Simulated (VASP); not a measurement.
Wanted: the native input for a VASP 6.6.1 run.

```yaml
Task: single point
Functional: PBE
Potentials_or_basis: VASP PAW PBE potentials, release 64 (Cd, S)
Cutoff: 520 eV
k_mesh: 3 × 3 × 3
Occupations: gaussian, width 0.2 eV
Spin: no spin polarisation
Dipole_correction: no
Further_INCAR_settings: ALGO = Normal; EDIFF = 1e-06; NBANDS = 55
```

The structure of Cd7S lies in POSCAR:

```
Cd7S
1.0
    0.0000000000      4.4627586563      4.4627586563
    4.4627586563      0.0000000000      4.4627586563
    4.4627586563      4.4627586563      0.0000000000
Cd S
7 1
Direct
    0.0000000000      0.5000000000      0.5000000000
    0.5000000000      0.5000000000      0.0000000000
    0.5000000000      0.0000000000      0.5000000000
    0.5000000000      0.0000000000      0.0000000000
    0.0000000000      0.5000000000      0.0000000000
    0.5000000000      0.5000000000      0.5000000000
    0.0000000000      0.0000000000      0.5000000000
    0.0000000000      0.0000000000      0.0000000000
```

The input as run:

INCAR

```
PREC = Accurate
ENCUT = 520
EDIFF = 1E-6
ISMEAR = 0
SIGMA = 0.2
LREAL = F
LASPH = T
NELM = 60
ALGO = Normal
ISIF = 2
LWAVE = F
LCHARG = F
GGA = PE
NBANDS = 55
```

KPOINTS

```
Automatic mesh
0
Gamma
  3 3 3
```

Potentials or basis: VASP PAW PBE potentials, release 64 (Cd, S).

Run with:

```console
$ cat potpaw_PBE.64/Cd/POTCAR potpaw_PBE.64/S/POTCAR > POTCAR
$ mpirun -np 1 vasp_std > vasp.out
```

Results of the run:

| Quantity | Value |
| --- | --- |
| Pressure | 0.4 GPa |
| Band gap on the k mesh | zero (band 45 reaches 2.89 eV, above the bottom of band 46 at 1.57 eV) |

Caveat: the k points lie up to 0.41 Å⁻¹ apart.

Wall time 21 s on 1 thread of Intel(R) Xeon(R) 6975P-C (Granite Rapids) (shared host), peak memory 0.31 GiB.
